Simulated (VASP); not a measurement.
# BeTe6 (P-4m2) in VASP: further runs

Runs on BeTe6. Level: PBE. Tasks: single point, relaxation of cell and atoms.

Everything below comes from runs of VASP 6.6.1. Logs are shortened: lines on timing, memory, paths and dates and some standing lists are left out, and cuts for length are marked.

## Step 1: The cell of the first run

The structure is tetragonal, space group P-4m2 (No. 115). The conventional cell has a = 4.434 Å, b = 4.434 Å, c = 11.158 Å, α = 90.00°, β = 90.00°, γ = 90.00°. Within 3.3 Å of Be (site symmetry -4m2) lie 4 Te at 2.53 Å. Te (site symmetry 2mm) has 2 Be at 2.53 Å within 3.3 Å. Te (site symmetry 2mm) has 7 Te at 2.90 to 3.66 Å within 3.8 Å. Te (site symmetry 2mm) has 7 Te at 3.04 to 3.60 Å within 4.0 Å.

## Step 2: Single point, PBE

The input, INCAR:

```
SYSTEM = BeTe6
ALGO     = Normal         ! electronic algorithm
EDIFF    = 1E-6           ! SCF threshold, eV
ENCUT    = 520            ! plane-wave cutoff, eV
GGA      = PE             ! functional
ISIF     = 2              ! what is computed and relaxed
ISMEAR   = 0              ! smearing method
LASPH    = .TRUE.         ! aspherical terms in the spheres
LCHARG   = .TRUE.         ! write CHGCAR
LELF     = .TRUE.         ! ELF
LREAL    = .FALSE.        ! projectors in reciprocal space
LVHAR    = .TRUE.       
LWAVE    = .FALSE.        ! write WAVECAR
NBANDS   = 28             ! bands
NELM     = 60             ! most SCF steps
PREC     = Accurate       ! precision mode
SIGMA    = 0.1            ! smearing width, eV
```

The input, KPOINTS:

```
k-points
0
G
  8 8 4
  0 0 0
```

The input, POSCAR:

```
BeTe6
1.0
    4.4344586119      0.0000000000      0.0000000000
    0.0000000000      4.4344586119      0.0000000000
    0.0000000000      0.0000000000     11.1581457934
Be Te
1 6
Direct
    0.0000000000      0.0000000000      0.0000000000
    0.5000000000      0.0000000000      0.8904949888
    0.0000000000      0.5000000000      0.1095050112
    0.0000000000      0.0000000000      0.3702535627
    0.5000000000      0.5000000000      0.3639162352
    0.0000000000      0.0000000000      0.6297464373
    0.5000000000      0.5000000000      0.6360837648
```

Potentials or basis: VASP PAW PBE potentials, release 64 (Be, Te).

Started as:

```sh
$ cat potpaw_PBE.64/Be/POTCAR potpaw_PBE.64/Te/POTCAR > POTCAR
$ mpirun -np 1 vasp_std > vasp.out
```

OUTCAR:

```text
SYSTEM = BeTe6
   EDIFF = 1E-6
   ENCUT = 520
   GGA = PE
   ISIF = 2
   ISMEAR = 0
   LASPH = .TRUE.
   LREAL = .FALSE.
   NELM = 60
   PREC = Accurate

 ion  position               nearest neighbor table
   1  0.000  0.000  0.000-   2 2.53   3 2.53   3 2.53   2 2.53
   2  0.500  0.000  0.890-   1 2.53   1 2.53   7 3.60   7 3.60   6 3.66   6 3.66
   3  0.000  0.500  0.110-   1 2.53   1 2.53   5 3.60   5 3.60   4 3.66   4 3.66
   4  0.000  0.000  0.370-   6 2.90   5 3.14   5 3.14   5 3.14   5 3.14   3 3.66   3 3.66
   5  0.500  0.500  0.364-   7 3.04   4 3.14   4 3.14   4 3.14   4 3.14   3 3.60   3 3.60
   6  0.000  0.000  0.630-   4 2.90   7 3.14   7 3.14   7 3.14   7 3.14   2 3.66   2 3.66
   7  0.500  0.500  0.636-   5 3.04   6 3.14   6 3.14   6 3.14   6 3.14   2 3.60   2 3.60

  LATTYP: Found a simple tetragonal cell.
 ALAT       =     4.4344586119
 C/A-ratio  =     2.5162363143

  Lattice vectors:

 A1 = (   4.4344586119,   0.0000000000,   0.0000000000)
 A2 = (   0.0000000000,   4.4344586119,   0.0000000000)
 A3 = (   0.0000000000,   0.0000000000,  11.1581457934)

Analysis of symmetry for initial positions (statically):
=====================================================================
 Subroutine PRICEL returns:
 Original cell was already a primitive cell.

 Routine SETGRP: Setting up the symmetry group for a
 simple tetragonal supercell.

 Subroutine GETGRP returns: Found  8 space group operations
 (whereof  8 operations were pure point group operations)
 out of a pool of 16 trial point group operations.

The static configuration has the point symmetry D_2d.

Analysis of symmetry for dynamics (positions and initial velocities):
=====================================================================
 Subroutine PRICEL returns:
 Original cell was already a primitive cell.

 Routine SETGRP: Setting up the symmetry group for a
 simple tetragonal supercell.

 Subroutine GETGRP returns: Found  8 space group operations
 (whereof  8 operations were pure point group operations)
 out of a pool of 16 trial point group operations.

The dynamic configuration has the point symmetry D_2d.

 Subroutine INISYM returns: Found  8 space group operations
 (whereof  8 operations are pure point group operations),
 and found     1 'primitive' translations

----------------------------------------------------------------------------------------

                                     Primitive cell

  volume of cell :     219.4185

  direct lattice vectors                    reciprocal lattice vectors
     4.434458612  0.000000000  0.000000000     0.225506671  0.000000000  0.000000000
     0.000000000  4.434458612  0.000000000     0.000000000  0.225506671  0.000000000
     0.000000000  0.000000000 11.158145793     0.000000000  0.000000000  0.089620625

  length of vectors
     4.434458612  4.434458612 11.158145793     0.225506671  0.225506671  0.089620625

  position of ions in fractional coordinates (direct lattice)
     0.000000000  0.000000000  0.000000000
     0.500000000  0.000000000  0.890494989
     0.000000000  0.500000000  0.109505011
     0.000000000  0.000000000  0.370253563
     0.500000000  0.500000000  0.363916235
     0.000000000  0.000000000  0.629746437
     0.500000000  0.500000000  0.636083765

  ion indices of the primitive-cell ions
   primitive index   ion index
                 1           1
                 2           2
                 3           3
                 4           4
                 5           5
                 6           6
                 7           7

----------------------------------------------------------------------------------------

 KPOINTS: k-points

Automatic generation of k-mesh.
 Grid dimensions read from file:
 generate k-points for:    8    8    4

 Generating k-lattice:

  Cartesian coordinates                     Fractional coordinates (reciprocal lattice)
     0.028188334  0.000000000  0.000000000     0.125000000  0.000000000  0.000000000
     0.000000000  0.028188334  0.000000000     0.000000000  0.125000000  0.000000000
     0.000000000  0.000000000  0.022405156     0.000000000  0.000000000  0.250000000

  Length of vectors
     0.028188334  0.028188334  0.022405156

  Shift w.r.t. Gamma in fractional coordinates (k-lattice)
     0.000000000  0.000000000  0.000000000

 Subroutine IBZKPT returns following result:
 ===========================================

 Found     45 irreducible k-points:

 Following reciprocal coordinates:
            Coordinates               Weight
  0.000000  0.000000  0.000000      1.000000
  0.125000  0.000000  0.000000      4.000000
  0.250000  0.000000  0.000000      4.000000
  0.375000  0.000000  0.000000      4.000000
  0.500000  0.000000  0.000000      2.000000
  0.125000  0.125000  0.000000      4.000000
[... 16 lines left out ...]
  0.375000  0.125000  0.250000     16.000000
  0.500000  0.125000  0.250000      8.000000
 [... further k-points ...]
   k-points           NKPTS =     45   k-points in BZ     NKDIM =     45   number of bands    NBANDS=     28
   number of dos      NEDOS =    301   number of ions     NIONS =      7
   total plane-waves  NPLWV = 108864
   dimension x,y,z NGX =    36 NGY =   36 NGZ =   84
   dimension x,y,z NGXF=    72 NGYF=   72 NGZF=  168
   ions per type =               1   6
   NGX,Y,Z   is equivalent  to a cutoff of  13.50, 13.50, 12.52 a.u.
   NGXF,Y,Z  is equivalent  to a cutoff of  26.99, 26.99, 25.03 a.u.
 SYSTEM =  BeTe6
   PREC   = accura    normal or accurate (medium, high low for compatibility)
   ISTART =      0    job   : 0-new  1-cont  2-samecut
   ICHARG =      2    charge: 1-file 2-atom 10-const
   ISPIN  =      1    spin polarized calculation?
   LNONCOLLINEAR =      F non collinear calculations
   LSORBIT =      F    spin-orbit coupling
   LASPH  =      T    aspherical Exc in radial PAW
   ENCUT  =  520.0 eV  38.22 Ry    6.18 a.u.   8.25  8.25 20.75*2*pi/ulx,y,z
   NELM   =     60;   NELMIN=  2; NELMDL= -5     # of ELM steps
   EDIFF  = 0.1E-05   stopping-criterion for ELM
   LREAL  =      F    real-space projection
   EDIFFG = 0.1E-04   stopping-criterion for IOM
   NSW    =      0    number of steps for IOM
   IBRION =     -1    ionic relax: 0-MD 1-quasi-New 2-CG
   NFREE  =      0    steps in history (QN), initial steepest desc. (CG)
   ISIF   =      2    stress and relaxation
   ISYM   =      2    0-nonsym 1-usesym 2-fastsym
   POTIM  = 0.5000    time-step for ionic-motion
   TEBEG  =    0.0;   TEEND  =   0.0 temperature during run
   PSTRESS=    0.0 pullay stress
   NELECT =      38.0000    total number of electrons
   NUPDOWN=      -1.0000    fix difference up-down
   EMIN   =  10.00;   EMAX   =-10.00  energy-range for DOS
   EFERMI =   0.00;   METHOD = LEGACY
   ISMEAR =     0;   SIGMA  =   0.10  broadening in eV -4-tet -1-fermi 0-gaus
   EFERMI_NEDOS =   21; number of points for ismear=-14 and -15
   IALGO  =     38    algorithm
   IMIX   =      4    mixing-type and parameters
     AMIX     =   0.40;   BMIX     =  1.00
     AMIX_MAG =   1.60;   BMIX_MAG =  1.00
  volume/ion in A,a.u.               =      31.35       211.53
  Fermi-wavevector in a.u.,A,eV,Ry     =   0.912525  1.724423 11.329606  0.832703
  Thomas-Fermi vector in A             =   2.036931
   LORBIT       =      0    0 simple, 1 ext, 2 COOP (PROOUT), +10 PAW based schemes
   GGA     = PE    functional components
   LHFCALC =     F    Hartree Fock is set to
   AEXX    =    0.0000 exact exchange contribution
   IVDW    =     0    specifies the selected vdW correction
   LEPSILON=     F    determine dielectric tensor
   LRPA    =     F    only Hartree local field effects (RPA)
 non-spin polarized calculation
 Gauss-broadening in eV      SIGMA  =   0.10
  energy-cutoff  :      520.00
  volume of cell :      219.42
 maximum number of plane-waves:      5933
 NGX is ok and might be reduce to    36
   NGX = 17   NGY = 17   NGZ = 41

 number of electron      37.9999995 magnetization

 Free energy of the ion-electron system (eV)
  ---------------------------------------------------
  ext. energy  EPLUGINS =         0.00000000
  ---------------------------------------------------
  free energy    TOTEN  =       -21.66506376 eV

  energy without entropy =      -21.63447402  energy(sigma->0) =      -21.64976889

 E-fermi :   5.4759     XC(G=0):  -8.9597

 val. band max:        5.4715317688   @ k =   0.1250   0.0000   0.0000
 cond. band min:       5.4790418213   @ k =   0.2500   0.2500   0.2500
 fundamental gap:      0.0075100525
 Fermi energy:         5.4758659401

 k-point     1 :       0.0000    0.0000    0.0000
  band No.  band energies     occupation
      1      -8.4510      2.00000
      2      -7.1504      2.00000
      3      -5.6558      2.00000
      4      -4.5731      2.00000
      5      -4.4700      2.00000
      6      -3.0199      2.00000
[... 20 lines left out ...]
     27       8.6499      0.00000
     28       9.0821      0.00000

 k-point     2 :       0.1250    0.0000    0.0000
  band No.  band energies     occupation
      1      -8.3525      2.00000
      2      -7.0500      2.00000
      3      -5.5976      2.00000
      4      -4.8171      2.00000
      5      -4.4777      2.00000
      6      -3.2959      2.00000
[... 20 lines left out ...]
     27       8.7694      0.00000
     28       9.4239      0.00000

 k-point     3 :       0.2500    0.0000    0.0000
  band No.  band energies     occupation
      1      -8.0612      2.00000
      2      -6.7528      2.00000
      3      -5.4753      2.00000
      4      -5.3901      2.00000
      5      -4.5163      2.00000
      6      -3.9582      2.00000
[... 616 lines left out ...]
      3      -6.1455      2.00000
      4      -5.1450      2.00000
      5      -4.8076      2.00000
      6      -4.5517      2.00000
[... 20 lines left out ...]
     27      10.4524      0.00000
     28      10.9024      0.00000

 k-point    24 :       0.5000    0.1250    0.2500
  band No.  band energies     occupation
      1      -7.0498      2.00000
      2      -6.7288      2.00000
      3      -5.6005      2.00000
      4      -5.5903      2.00000
      5      -4.8301      2.00000
      6      -4.7230      2.00000
[... 20 lines left out ...]
     27      10.3884      0.00000
     28      10.8740      0.00000

 [... further k-points ...]

------------------------ aborting loop because EDIFF is reached ----------------------------------------

  FORCE on cell =-STRESS in cart. coord.  units (eV):
  Direction    XX          YY          ZZ          XY          YZ          ZX
  --------------------------------------------------------------------------------------
  -------------------------------------------------------------------------------------
  Total       -0.0014064     -0.0014064     -0.0082012      0.0000000      0.0000000      0.0000000
  in kB       -0.0102695     -0.0102695     -0.0598847      0.0000000      0.0000000      0.0000000
  external PRESSURE =      -0.0268079 kB  Pullay stress =       0.0000000 kB

 VOLUME and BASIS-vectors are now :
 -----------------------------------------------------------------------------
  energy-cutoff  :      520.00
  volume of cell :      219.42
      direct lattice vectors                 reciprocal lattice vectors
     4.434458612  0.000000000  0.000000000     0.225506671  0.000000000  0.000000000
     0.000000000  4.434458612  0.000000000     0.000000000  0.225506671  0.000000000
     0.000000000  0.000000000 11.158145793     0.000000000  0.000000000  0.089620625

 POSITION                                       TOTAL-FORCE (eV/Angst)
 -----------------------------------------------------------------------------------
      0.00000      0.00000      0.00000         0.000000     -0.000000      0.000000
      2.21723      0.00000      9.93627        -0.000000     -0.000000     -0.010298
      0.00000      2.21723      1.22187         0.000000     -0.000000      0.010298
      0.00000      0.00000      4.13134         0.000000     -0.000000     -0.010264
      2.21723      2.21723      4.06063         0.000000      0.000000     -0.001512
      0.00000      0.00000      7.02680        -0.000000     -0.000000      0.010264
      2.21723      2.21723      7.09752         0.000000      0.000000      0.001512
 -----------------------------------------------------------------------------------
    total drift:                               -0.000000     -0.000000     -0.000000

  FREE ENERGIE OF THE ION-ELECTRON SYSTEM (eV)
  ---------------------------------------------------
  free  energy   TOTEN  =       -21.6650637617 eV

  energy  without entropy=      -21.6344740240  energy(sigma->0) =      -21.64976889
```

Run time: 2.7 min. Hardware: 1 thread of AMD EPYC 9R45 (Zen 5), shared host; peak memory 0.41 GiB.

What came out:

```
Free energy            : -21.6651 eV
Pressure               : 0.0 GPa
Largest force          : 0.010 eV/Å
Band gap on the k mesh : zero (band 19 reaches 6.62 eV, above the bottom of band 20 at 4.51 eV)
```

Forces on the atoms (eV/Å):
```
Be   0.000  0.000  0.000
Te   0.000  0.000 -0.010
Te   0.000  0.000  0.010
Te   0.000  0.000 -0.010
Te   0.000  0.000 -0.002
Te   0.000  0.000  0.010
Te   0.000  0.000  0.002
```

Caveat: spin-orbit coupling is left out, which moves the levels of the heavy elements.

## Step 3: Relaxation of cell and atoms, PBE

This run uses another cell than the first one, of 29.18 Å³/atom, 0.931 times its volume.

The input, INCAR:

```
SYSTEM = BeTe6
ALGO = Normal ; EDIFF = 1E-7
EDIFFG = -0.08 ; ENCUT = 600
GGA = PE ; IBRION = 2
ISIF = 3 ; ISMEAR = 0
LASPH = .TRUE. ; LCHARG = .FALSE.
LREAL = .FALSE. ; LWAVE = .FALSE.
NELM = 100 ; NSW = 36
PREC = Accurate ; SIGMA = 0.2
```

The input, KPOINTS:

```
k-points
0
G
  4 4 2
  0 0 0
```

The input, POSCAR:

```
BeTe6
1.0
    4.1000000000      0.0000000000      0.0000000000
    0.0000000000      4.1000000000      0.0000000000
    0.0000000000      0.0000000000     12.1500000000
Be Te
1 6
Direct
    0.0000000000      0.0000000000      0.0000000000
    0.5000000000      0.0000000000      0.8840000000
    0.0000000000      0.5000000000      0.1160000000
    0.0000000000      0.0000000000      0.3650000000
    0.5000000000      0.5000000000      0.3650000000
    0.0000000000      0.0000000000      0.6350000000
    0.5000000000      0.5000000000      0.6350000000
```

Potentials or basis: VASP PAW PBE potentials, release 64 (Be, Te).

Started as:

```sh
$ cat potpaw_PBE.64/Be/POTCAR potpaw_PBE.64/Te/POTCAR > POTCAR
$ mpirun -np 1 vasp_std > vasp.out
```

Wall time 11 min (1 thread of AMD EPYC 9R45 (Zen 5), shared host); peak memory 0.37 GiB.

It converged, with:

- Free energy: -21.6899 eV
- Relaxed volume: 31.55 Å³/atom
- Relaxed cell: a = 4.453 Å, b = 4.453 Å, c = 11.136 Å, α = 90.00°, β = 90.00°, γ = 90.00°
- Space group after relaxing (to 0.05 Å): P-4m2 (No. 115)
- Energy gained by relaxing: 105.0 meV/atom
- Ionic steps: 14
- Pressure after relaxing: -0.2 GPa
- Largest force after relaxing: 0.029 eV/Å
- Band gap on the k mesh: zero (band 19 reaches 6.56 eV, above the bottom of band 20 at 4.46 eV)

Forces in eV/Å, atoms in the order of the input:
```
Be   0.000  0.000  0.000
Te   0.000  0.000 -0.029
Te   0.000  0.000  0.029
Te   0.000  0.000 -0.023
Te   0.000  0.000  0.025
Te   0.000  0.000  0.023
Te   0.000  0.000 -0.025
```

Stress tensor (GPa, compression positive):
```
-0.23  0.00  0.00
 0.00 -0.23  0.00
 0.00  0.00  0.00
```

Step by step:
```csv
step,energy change (eV),largest force (eV/Å),pressure (GPa),volume (Å³)
1,0.0000,0.5986,5.85,204.24
2,-0.4350,0.5393,-2.01,237.26
3,-0.4826,0.5308,-0.45,228.51
4,-0.5409,0.3422,-0.39,227.17
5,-0.6465,0.1660,-0.11,222.81
6,-0.4246,1.5391,2.39,212.65
7,-0.6858,0.1829,-0.02,221.53
8,-0.6657,0.4446,0.87,217.27
9,-0.6970,0.2277,0.21,220.15
10,-0.7172,0.1732,-0.27,221.77
11,-0.7172,0.1746,-0.26,221.74
12,-0.7286,0.1279,0.22,219.27
13,-0.7287,0.1235,0.28,218.97
14,-0.7349,0.0291,-0.15,220.85
```

Final structure:
```cif
data_structure
_symmetry_space_group_name_H-M 'P 1'
_symmetry_Int_Tables_number 1
_cell_length_a 4.4532
_cell_length_b 4.4532
_cell_length_c 11.1364
_cell_angle_alpha 90.000
_cell_angle_beta 90.000
_cell_angle_gamma 90.000
_cell_volume 220.85
loop_
_atom_site_label
_atom_site_type_symbol
_atom_site_fract_x
_atom_site_fract_y
_atom_site_fract_z
_atom_site_occupancy
Be1 Be 0.00000 0.00000 0.00000 1
Te1 Te 0.50000 0.00000 0.89327 1
Te2 Te 0.00000 0.50000 0.10673 1
Te3 Te 0.00000 0.00000 0.36969 1
Te4 Te 0.50000 0.50000 0.36387 1
Te5 Te 0.00000 0.00000 0.63031 1
Te6 Te 0.50000 0.50000 0.63613 1
```

Levels at points of the mesh, in eV from the Fermi level:
```
           k point  band 16  band 17  band 18  band 19  band 20  band 21  band 22  band 23
(0.00, 0.00, 0.00)    -1.83     0.01     0.01     0.96     1.42     1.42     1.60     2.16
(0.50, 0.00, 0.00)    -1.55    -1.33    -1.28    -1.15    -0.21    -0.11     0.15     0.57
(0.50, 0.50, 0.00)    -1.63    -1.63    -1.38     1.13     1.61     2.59     2.59     3.01
(0.00, 0.00, 0.50)    -0.31    -0.19    -0.06    -0.06     1.39     1.39     1.63     2.20
(0.50, 0.00, 0.50)    -1.56    -1.53    -1.39    -1.29    -0.97    -0.80    -0.10     1.44
(0.50, 0.50, 0.50)    -1.70    -1.70    -0.10     0.52     0.74     2.78     2.78     3.53
```

Caveat: the k points lie up to 0.35 Å⁻¹ apart in the final cell; spin-orbit coupling is left out, which moves the levels of the heavy elements; the relaxation stopped at a loose force limit of 0.08 eV/Å, so its end isn't a converged minimum.
